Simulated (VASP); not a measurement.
Input of a VASP 6.6.1 run:

INCAR

```
PREC = Accurate
ENCUT = 600
EDIFF = 1E-6
ISMEAR = 0
SIGMA = 0.1
LREAL = F
LASPH = T
NELM = 60
ALGO = Fast
ISIF = 3
LWAVE = F
LCHARG = F
GGA = PS
IBRION = 2
NSW = 70
EDIFFG = -0.008
PSTRESS = 500.0
```

File KPOINTS:

```
Automatic mesh
0
Gamma
  20 20 20
```

The input POSCAR:

```
Mg
1.0
   -1.5570760819      1.5570760819      1.5126739173
    1.5570760819     -1.5570760819      1.5126739173
    1.5570760819      1.5570760819     -1.5126739173
Mg
1
Direct
    0.0000000000      0.0000000000      0.0000000000
```

Potentials or basis: VASP PAW PBE potentials, release 64 (Mg).

Command:

```sh
$ cat potpaw_PBE.64/Mg/POTCAR > POTCAR
$ mpirun -np 1 vasp_std > vasp.out
```

**Question.** What does it give for the relaxed volume?

**Answer.** 13.59 Å³/atom.

**Question.** Estimate the band gap on the k mesh.

**Answer.** Zero (bands 1 and 2 overlap by 4.86 eV).

**Question.** Predict the space group after relaxing (to 0.1 Å).

**Answer.** Im-3m (No. 229).

Final structure:
```yaml
crystal:
  lattice:
    - [-1.50304, 1.50304, 1.50364]
    - [1.50304, -1.50304, 1.50364]
    - [1.50304, 1.50304, -1.50364]
  atoms:
    - { symbol: Mg, position: [0.00000, 0.00000, 0.00000] }
```

Caveat: the cell is relaxed towards a set pressure, so the run minimises the enthalpy, not the energy; the PAW data sets were made with another functional, which shifts forces and pressure a little.
